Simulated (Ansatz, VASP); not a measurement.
Two plane-wave programs on NaF

```
CELL_PARAMETERS angstrom
3.17755 0.00000 0.00000
-1.58878 2.75184 0.00000
0.00000 0.00000 5.56763
ATOMIC_POSITIONS crystal
Na 0.00000 0.00000 0.00000
Na 0.00000 0.00000 0.50000
F 0.33333 0.66667 0.25000
F 0.66667 0.33333 0.75000
```

Alike in both runs: task single point; functional r2SCAN; k mesh 9 × 9 × 4; no spin polarisation.

|  | VASP | Ansatz |
| --- | --- | --- |
| version | VASP 6.6.1 | Ansatz 0.2.0 |
| potentials or method | VASP PAW PBE potentials, release 64 (Na_pv, F) | plane waves, PAW |
| plane-wave cutoff (eV) | 520 | 500 |
| occupations | gaussian, width 0.01 eV | fixed |
| valence electrons in the cell | 28 | 32 |

```tsv
	VASP	Ansatz	Ansatz less VASP
gap on the k mesh at the Fermi level (eV)	7.22	7.18	-0.036
pressure (GPa)	-0.5	0.0	+0.54
traceless stress, the component that is largest in VASP (GPa)	-0.11	-0.03	+0.083
```

VASP's potentials were made for PBE, not for r2SCAN. VASP's potentials hold 28 valence electrons a cell and Ansatz's 32, so a difference there can come from the potentials and not from the codes.
